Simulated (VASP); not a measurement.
A run of VASP 6.6.1:

The input INCAR:

```
ALGO = Normal
EDIFF = 1E-7
ENCUT = 520
GGA = CA
ISIF = 2
ISMEAR = 0
LASPH = True
LCHARG = True
LELF = True
LREAL = False
LVHAR = True
LWAVE = False
NBANDS = 16
NELM = 80
PREC = Accurate
SIGMA = 0.05
```

KPOINTS

```
k-points
0
Gamma
  12 12 4
```

POSCAR

```
BN
1.0
    2.5672031055      0.0000000000      0.0000000000
   -1.2836015527      2.2232631060      0.0000000000
    0.0000000000      0.0000000000      6.5414902331
B N
2 2
Direct
    0.3333333333      0.6666666667      0.2500000000
    0.6666666667      0.3333333333      0.7500000000
    0.3333333333      0.6666666667      0.7500000000
    0.6666666667      0.3333333333      0.2500000000
```

Potentials or basis: VASP PAW LDA potentials, release 64 (B, N).

Run with:

```sh
$ cat potpaw_LDA.64/B/POTCAR potpaw_LDA.64/N/POTCAR > POTCAR
$ mpirun -np 1 vasp_std > vasp.out
```

Hardware: 1 thread of Intel Xeon 8259CL, with other jobs on the host.

Estimate the wall time of this run.

Run time: 50 s on 1 thread of Intel Xeon 8259CL (shared host), peak memory 0.15 GiB. Counts: scf iterations 13, k points 57.
